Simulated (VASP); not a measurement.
Set up this calculation in VASP 6.6.1, as the native input.

| Property | Result |
| --- | --- |
| Task | single point |
| Functional | PBE |
| Potentials or basis | VASP PAW PBE potentials, release 64 (Mg, O) |
| Cutoff | 520 eV |
| k mesh | 2 × 2 × 1 |
| Occupations | fermi-dirac, width 0.002 eV |
| Spin | no spin polarisation |
| Dipole correction | no |
| Further INCAR settings | LREAL = Auto; ALGO = Normal; EDIFF = 1e-06; NBANDS = 66 |

The structure of MgO lies in POSCAR:

```
MgO
1.0
    5.5677590000      0.0000000000      0.0000000000
    2.7838790000      4.8218210000      0.0000000000
    0.0000000000      0.0000000000     17.6825700000
Mg O
12 12
Direct
    0.0000000000      0.0000000000      0.0565528653
   -0.0000060056      0.4999978224      0.0565528653
    0.5000036819      0.0000000000      0.0565528653
    0.4999976763      0.4999978224      0.0565528653
    0.6725295638      0.6715512666      0.2053151776
    0.6584308100      0.1571605416      0.2080184046
    0.1698072050      0.6913570620      0.2028042304
    0.1442490231      0.2066024434      0.2016279308
    0.3379383168      0.3336498804      0.3504128642
    0.3677199923      0.8258705580      0.3452326217
    0.8237222699      0.3536838054      0.3511310856
    0.8469719830      0.8342906134      0.3536307222
    0.3333283089      0.8333366170      0.1208251968
    0.3333343145      0.3333387946      0.1208251968
    0.8333319908      0.8333366170      0.1208251968
    0.8333379965      0.3333387946      0.1208251968
    0.0130431360      0.5221056526      0.2662169583
    0.0080011377      0.0213197462      0.2740891171
    0.5138727376      0.5041456329      0.2683433460
    0.4950801122     -0.0010369526      0.2642206421
    0.6778229631      0.1731918294      0.4038496666
    0.6670261376      0.7030331487      0.4302994418
    0.2044482862      0.1384331770      0.4113598872
    0.1773501565      0.6814437948      0.4096576459
```

The input as run:

INCAR

```
  ALGO = Normal
  EDIFF = 1E-6
  ENCUT = 520
  GGA = PE
  ISIF = 2
  ISMEAR = -1
  LASPH = True
  LCHARG = False
  LREAL = Auto
  LWAVE = False
  NBANDS = 66
  NELM = 100
  PREC = Accurate
  SIGMA = 0.002
```

KPOINTS

```
k-points
0
Gamma
  2 2 1
```

Potentials or basis: VASP PAW PBE potentials, release 64 (Mg, O).

Command:

```bash
$ cat potpaw_PBE.64/Mg/POTCAR potpaw_PBE.64/O/POTCAR > POTCAR
$ mpirun -np 1 vasp_std > vasp.out
```

Results of the run:

```yaml
Largest_force: 2.151 eV/Å
Band_gap_on_the_k_mesh: zero (bands 48 and 49 overlap by 0.33 eV)
```

Caveat: the k points lie up to 0.65 Å⁻¹ apart; the atoms stand as in a frame of molecular dynamics.

Wall time 17 min on 1 thread of Intel(R) Xeon(R) Platinum 8488C (Sapphire Rapids), on a shared host, peak memory 0.54 GiB.
